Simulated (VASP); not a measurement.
# SnO2 in VASP: notebook

The runs below take SnO2 through single point, with r2SCAN.

Everything below comes from runs of VASP 6.6.1. Logs are shortened: lines on timing, memory, paths and dates and some standing lists are left out, and cuts for length are marked.

## (1) The cell of the first run

The structure is trigonal, space group R-3m (No. 166). Conventional cell: a = 3.583 Å, b = 3.583 Å, c = 8.513 Å, α = 90.00°, β = 90.00°, γ = 120.00°. Within 2.8 Å of Sn (site symmetry -3m) lie 8 O at 2.14 to 2.18 Å. O (site symmetry 3m) has 4 Sn at 2.14 to 2.18 Å and 6 O at 2.50 to 2.52 Å within 2.8 Å.

## (2) Single point, r2SCAN (strain along [111] -3.0%)

POSCAR

```
SnO2
1.0
   -0.0506693394      2.4827976318      2.4827976318
    2.4827976318     -0.0506693394      2.4827976318
    2.4827976318      2.4827976318     -0.0506693394
Sn O
1 2
Direct
    0.0000000000      0.0000000000      0.0000000000
    0.2509427330      0.2509427330      0.2509427330
    0.7490572670      0.7490572670      0.7490572670
```

INCAR.step1

```
SYSTEM = SnO2
ALGO = Normal
EDIFF = 1E-4
ENCUT = 520
GGA = PE
ISMEAR = 0
LASPH = .True.
LCHARG = .False.
LREAL = .False.
LWAVE = .True.
NBANDS = 20
NELM = 60
PREC = Accurate
SIGMA = 0.01
```

INCAR.step2

```
SYSTEM = SnO2
ALGO = Normal
EDIFF = 1E-6
ENCUT = 520
ISIF = 2
ISMEAR = 0
ISTART = 1
LASPH = .True.
LCHARG = .False.
LMIXTAU = .True.
LREAL = .False.
LWAVE = .False.
METAGGA = R2SCAN
NBANDS = 20
NELM = 60
PREC = Accurate
SIGMA = 0.01
```

KPOINTS

```
k-points
0
Gamma
  8 8 8
  0 0 0
```

Potentials or basis: VASP PAW PBE potentials, release 64 (Sn_d, O).

The run is started by

```bash
> cat potpaw_PBE.64/Sn_d/POTCAR potpaw_PBE.64/O/POTCAR > POTCAR
> cp INCAR.step1 INCAR
> mpirun -np 1 vasp_std > vasp.out
> cp INCAR.step2 INCAR
> mpirun -np 1 vasp_std > vasp.out
```

OUTCAR:

```text
SYSTEM = SnO2
   EDIFF = 1E-6
   ENCUT = 520
   ISIF = 2
   ISMEAR = 0
   ISTART = 1
   LASPH = .True.
   LREAL = .False.
   METAGGA = R2SCAN
   NELM = 60
   PREC = Accurate

 ion  position               nearest neighbor table
   1  0.000  0.000  0.000-   2 2.14   3 2.14   3 2.18   2 2.18   3 2.18   3 2.18   2 2.18   2 2.18

   2  0.251  0.251  0.251-   1 2.14   1 2.18   1 2.18   1 2.18
   3  0.749  0.749  0.749-   1 2.14   1 2.18   1 2.18   1 2.18

  LATTYP: Found a trigonal (rhomboedric) cell.
 ALAT       =     3.5115716628
 COS(alpha) =     0.4794919842

  Lattice vectors:

 A1 = (  -0.0506693394,   2.4827976318,   2.4827976318)
 A2 = (   2.4827976318,  -0.0506693394,   2.4827976318)
 A3 = (   2.4827976318,   2.4827976318,  -0.0506693394)

Analysis of symmetry for initial positions (statically):
=====================================================================
 Subroutine PRICEL returns:
 Original cell was already a primitive cell.

 Routine SETGRP: Setting up the symmetry group for a
 trigonal (rhombohedral) supercell.

 Subroutine GETGRP returns: Found 12 space group operations
 (whereof 12 operations were pure point group operations)
 out of a pool of 12 trial point group operations.

The static configuration has the point symmetry D_3d.

Analysis of symmetry for dynamics (positions and initial velocities):
=====================================================================
 Subroutine PRICEL returns:
 Original cell was already a primitive cell.

 Routine SETGRP: Setting up the symmetry group for a
 trigonal (rhombohedral) supercell.

 Subroutine GETGRP returns: Found 12 space group operations
 (whereof 12 operations were pure point group operations)
 out of a pool of 12 trial point group operations.

The dynamic configuration has the point symmetry D_3d.

 Subroutine INISYM returns: Found 12 space group operations
 (whereof 12 operations are pure point group operations),
 and found     1 'primitive' translations

----------------------------------------------------------------------------------------

                                     Primitive cell

  volume of cell :      31.5462

  direct lattice vectors                    reciprocal lattice vectors
    -0.050669339  2.482797632  2.482797632    -0.195323391  0.199392629  0.199392629
[... 79 lines left out ...]
   PREC   = accura    normal or accurate (medium, high low for compatibility)
   ISTART =      1    job   : 0-new  1-cont  2-samecut
   ICHARG =      0    charge: 1-file 2-atom 10-const
   ISPIN  =      1    spin polarized calculation?
   LNONCOLLINEAR =      F non collinear calculations
   LSORBIT =      F    spin-orbit coupling
   LASPH  =      T    aspherical Exc in radial PAW
   ENCUT  =  520.0 eV  38.22 Ry    6.18 a.u.   6.53  6.53  6.53*2*pi/ulx,y,z
   NELM   =     60;   NELMIN=  2; NELMDL=  0     # of ELM steps
   EDIFF  = 0.1E-05   stopping-criterion for ELM
   LREAL  =      F    real-space projection
   EDIFFG = 0.1E-04   stopping-criterion for IOM
   NSW    =      0    number of steps for IOM
   IBRION =     -1    ionic relax: 0-MD 1-quasi-New 2-CG
   NFREE  =      0    steps in history (QN), initial steepest desc. (CG)
   ISIF   =      2    stress and relaxation
   ISYM   =      2    0-nonsym 1-usesym 2-fastsym
   POTIM  = 0.5000    time-step for ionic-motion
   TEBEG  =    0.0;   TEEND  =   0.0 temperature during run
   PSTRESS=    0.0 pullay stress
   NELECT =      26.0000    total number of electrons
   NUPDOWN=      -1.0000    fix difference up-down
   EMIN   =  10.00;   EMAX   =-10.00  energy-range for DOS
   EFERMI =   0.00;   METHOD = LEGACY
   ISMEAR =     0;   SIGMA  =   0.01  broadening in eV -4-tet -1-fermi 0-gaus
   EFERMI_NEDOS =   21; number of points for ismear=-14 and -15
   IALGO  =     38    algorithm
   IMIX   =      4    mixing-type and parameters
     AMIX     =   0.40;   BMIX     =  1.00
     AMIX_MAG =   1.60;   BMIX_MAG =  1.00
  volume/ion in A,a.u.               =      10.52        70.96
  Fermi-wavevector in a.u.,A,eV,Ry     =   1.534912  2.900563 32.054708  2.355955
  Thomas-Fermi vector in A             =   2.641774
   LORBIT       =      0    0 simple, 1 ext, 2 COOP (PROOUT), +10 PAW based schemes
   METAGGA = R2SCAN    functional components
   LHFCALC =     F    Hartree Fock is set to
   AEXX    =    0.0000 exact exchange contribution
   IVDW    =     0    specifies the selected vdW correction
   LEPSILON=     F    determine dielectric tensor
   LRPA    =     F    only Hartree local field effects (RPA)
 non-spin polarized calculation
 Gauss-broadening in eV      SIGMA  =   0.01
  energy-cutoff  :      520.00
  volume of cell :       31.55
 maximum number of plane-waves:       881
 NGX is ok and might be reduce to    28
   NGX = 13   NGY = 13   NGZ = 13

 number of electron      25.9999997 magnetization

 Free energy of the ion-electron system (eV)
  ---------------------------------------------------
  ext. energy  EPLUGINS =         0.00000000
  ---------------------------------------------------
  free energy    TOTEN  =       -41.44478040 eV

  energy without entropy =      -41.44478040  energy(sigma->0) =      -41.44478040

 E-fermi :   8.2066     XC(G=0): -12.9497

 val. band max:        8.1548491980   @ k =  -0.2500   0.5000   0.2500
 cond. band min:       9.3549744972   @ k =   0.0000   0.0000   0.0000
 fundamental gap:      1.2001252992
 Fermi energy:         8.2065888044

 k-point     1 :       0.0000    0.0000    0.0000
  band No.  band energies     occupation
      1     -13.0305      2.00000
      2     -12.9823      2.00000
      3     -12.9823      2.00000
      4     -12.7797      2.00000
      5     -12.7659      2.00000
      6     -12.7659      2.00000
[... 541 lines left out ...]
     19      24.5081      0.00000
     20      27.5151      0.00000

 [... further k-points ...]
[... 5 lines left out ...]
  --------------------------------------------------------------------------------------
  -------------------------------------------------------------------------------------
  Total        1.8009927      1.8009927      1.8009927      0.1319921      0.1319921      0.1319921
  in kB       91.4692397     91.4692397     91.4692397      6.7036457      6.7036457      6.7036457
  external PRESSURE =      91.4692397 kB  Pullay stress =       0.0000000 kB

 VOLUME and BASIS-vectors are now :
 -----------------------------------------------------------------------------
  energy-cutoff  :      520.00
  volume of cell :       31.55
      direct lattice vectors                 reciprocal lattice vectors
    -0.050669339  2.482797632  2.482797632    -0.195323391  0.199392629  0.199392629
     2.482797632 -0.050669339  2.482797632     0.199392629 -0.195323391  0.199392629
     2.482797632  2.482797632 -0.050669339     0.199392629  0.199392629 -0.195323391

 POSITION                                       TOTAL-FORCE (eV/Angst)
 -----------------------------------------------------------------------------------
      0.00000      0.00000      0.00000        -0.000000     -0.000000      0.000000
      1.23336      1.23336      1.23336         0.007542      0.007542      0.007542
      3.68156      3.68156      3.68156        -0.007542     -0.007542     -0.007542
 -----------------------------------------------------------------------------------
    total drift:                                0.000000      0.000000      0.000000

  FREE ENERGIE OF THE ION-ELECTRON SYSTEM (eV)
  ---------------------------------------------------
  free  energy   TOTEN  =       -41.4447804006 eV

  energy  without entropy=      -41.4447804006  energy(sigma->0) =      -41.44478040
```

OSZICAR.step1:

```text
N       E                     dE             d eps       ncg     rms          rms(c)
DAV:   1     0.246634223795E+03    0.24663E+03   -0.13627E+04  2824   0.208E+03
DAV:   2     0.448277025129E+01   -0.24215E+03   -0.22931E+03  2808   0.503E+02
DAV:   3    -0.203729182803E+02   -0.24856E+02   -0.24570E+02  2928   0.136E+02
DAV:   4    -0.210256955186E+02   -0.65278E+00   -0.65227E+00  2976   0.228E+01
DAV:   5    -0.210397341362E+02   -0.14039E-01   -0.14038E-01  3228   0.348E+00    0.112E+01
DAV:   6    -0.177660857070E+02    0.32736E+01   -0.10846E+01  3948   0.569E+01    0.402E+00
DAV:   7    -0.177924976884E+02   -0.26412E-01   -0.68449E-01  2856   0.595E+00    0.198E+00
DAV:   8    -0.177789619217E+02    0.13536E-01   -0.56995E-02  2992   0.264E+00    0.363E-01
DAV:   9    -0.177774044763E+02    0.15574E-02   -0.96970E-03  3784   0.171E+00    0.832E-02
DAV:  10    -0.177778699690E+02   -0.46549E-03   -0.11811E-03  2872   0.297E-01    0.197E-02
DAV:  11    -0.177778808762E+02   -0.10907E-04   -0.25015E-05  2452   0.548E-02
   1 F= -.17777881E+02 E0= -.17777881E+02  d E =-.885066E-16
```

It took 3.1 min on 1 thread of AMD EPYC 7R43 (Zen 3), shared host; peak memory 0.15 GiB.

What came out:

| Item | Value |
| --- | --- |
| Free energy | -41.4448 eV |
| Pressure | 9.1 GPa |
| Largest force | 0.013 eV/Å |
| Band gap on the k mesh | 1.20 eV, indirect (least direct gap 2.64 eV) |

Forces in eV/Å, atoms in the order of the input:
```
Sn   0.000  0.000  0.000
O    0.008  0.008  0.008
O   -0.008 -0.008 -0.008
```

Levels at points of the mesh, in eV from the valence-band top:
| k point | band 9 | band 10 | band 11 | band 12 | band 13 | band 14 | band 15 | band 16 | band 17 | band 18 |
| --- | --- | --- | --- | --- | --- | --- | --- | --- | --- | --- |
| (0.00, 0.00, 0.00) | -3.19 | -3.02 | -1.62 | -1.44 | -1.44 | 1.20 | 7.80 | 7.80 | 8.46 | 14.16 |
| (0.50, 0.00, 0.00) | -4.11 | -3.58 | -3.58 | -2.26 | -2.26 | 5.84 | 8.71 | 11.46 | 11.96 | 16.12 |
| (0.50, 0.50, 0.00) | -5.94 | -5.79 | -0.25 | -0.19 | -0.16 | 4.03 | 8.38 | 10.66 | 13.61 | 13.90 |
| (0.50, 0.50, 0.50) | -4.21 | -3.68 | -3.68 | -2.35 | -2.35 | 5.92 | 8.90 | 11.70 | 11.70 | 16.38 |

Caveat: the cell differs from its parent crystal (strain along [111] -3.0%); the PAW data sets were made with another functional, which shifts forces and pressure a little; spin-orbit coupling is left out, which moves the levels of the heavy elements. A k mesh can miss the band edges.

## (3) Single point, r2SCAN

This run uses another cell than the first one, of 10.84 Å³/atom, 1.031 times its volume.

POSCAR

```
SnO2
1.0
    0.0000000000      2.5334669712      2.5334669712
    2.5334669712      0.0000000000      2.5334669712
    2.5334669712      2.5334669712      0.0000000000
Sn O
1 2
Direct
    0.0000000000      0.0000000000      0.0000000000
    0.2500000000      0.2500000000      0.2500000000
    0.7500000000      0.7500000000      0.7500000000
```

INCAR.step1

```
  ALGO = Normal
  EDIFF = 1E-5
  ENCUT = 910
  GGA = PE
  GGA_COMPAT = F
  ISMEAR = 0
  LASPH = T
  LCHARG = F
  LREAL = F
  LWAVE = T
  NBANDS = 20
  NELM = 120
  PREC = Accurate
  SIGMA = 0.01
```

INCAR.step2

```
  ALGO = Normal
  EDIFF = 1E-6
  ENCUT = 910
  GGA_COMPAT = F
  ISIF = 2
  ISMEAR = 0
  ISTART = 1
  LASPH = T
  LCHARG = F
  LMIXTAU = T
  LREAL = F
  LWAVE = F
  METAGGA = R2SCAN
  NBANDS = 20
  NELM = 120
  PREC = Accurate
  SIGMA = 0.01
```

KPOINTS

```
k-points
0
Gamma
  8 8 8
```

Potentials or basis: VASP PAW PBE potentials, release 64 (Sn_d, O_h).

The run is started by

```bash
> cat potpaw_PBE.64/Sn_d/POTCAR potpaw_PBE.64/O_h/POTCAR > POTCAR
> cp INCAR.step1 INCAR
> mpirun -np 1 vasp_std > vasp.out
> cp INCAR.step2 INCAR
> mpirun -np 1 vasp_std > vasp.out
```

Run time: 78 s. Hardware: 1 thread of Intel Xeon 6975P-C (Granite Rapids), shared host; peak memory 0.23 GiB.

Results (log left out):

| Quantity | Value |
| --- | --- |
| Free energy | -41.5036 eV |
| Pressure | 1.0 GPa |
| Band gap on the k mesh | 0.86 eV, indirect (least direct gap 2.29 eV) |

Levels at points of the mesh, in eV from the valence-band top:
```csv
k point,band 9,band 10,band 11,band 12,band 13,band 14,band 15,band 16,band 17,band 18
"(0.00, 0.00, 0.00)",-3.03,-3.03,-1.43,-1.43,-1.43,0.86,7.90,7.90,7.90,13.91
"(0.50, 0.00, 0.00)",-3.98,-3.47,-3.47,-2.20,-2.20,5.54,8.62,11.41,11.41,16.26
"(0.50, 0.50, 0.00)",-5.65,-5.65,-0.21,-0.21,-0.13,3.86,8.10,10.49,13.37,13.37
```

Caveat: the cutoff is under 1.25 times the usual one of these potentials, so pressure, stress and relaxed cells hold a basis-set (Pulay) error; the PAW data sets were made with another functional, which shifts forces and pressure a little; spin-orbit coupling is left out, which moves the levels of the heavy elements. r2SCAN opens gaps a little over a GGA but as a rule still falls short of measured ones.
